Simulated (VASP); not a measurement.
Runs of VASP 6.6.1 on NaI. It takes space group Fm-3m (No. 225, cubic). The conventional cell has a = 6.459 Å, b = 6.459 Å, c = 6.459 Å, α = 90.00°, β = 90.00°, γ = 90.00°. Na (site symmetry m-3m) has 6 I at 3.23 Å within 4.2 Å. I (site symmetry m-3m) has 6 Na at 3.23 Å within 4.2 Å. 

```tsv
level	smearing	gap on the mesh (eV)	pressure (GPa)
r2SCAN	methfessel-paxton 0.5 eV	4.46	(b)
r2SCAN	fermi-dirac 0.2 eV	4.46	-0.1
r2SCAN+rVV10	gaussian 0.01 eV	4.38	(a)
r2SCAN+D3(BJ)	gaussian 0.01 eV	4.46	-0.7
PBEsol	gaussian 0.01 eV	3.52	-0.4
```

Alike in all rows: task single point; potentials or basis VASP PAW PBE potentials, release 64 (Na_pv, I); no spin polarisation; cell as given; k mesh 6 × 6 × 6; cutoff (eV) 520.

Problem. Fill in the values left out.

Solution. (a) -0.5; (b) -0.2.

Caveats: the PAW data sets were made with another functional, which shifts forces and pressure a little; spin-orbit coupling is left out, which moves the levels of the heavy elements.

A k mesh can miss the band edges, and the runs leave out spin-orbit coupling on I.
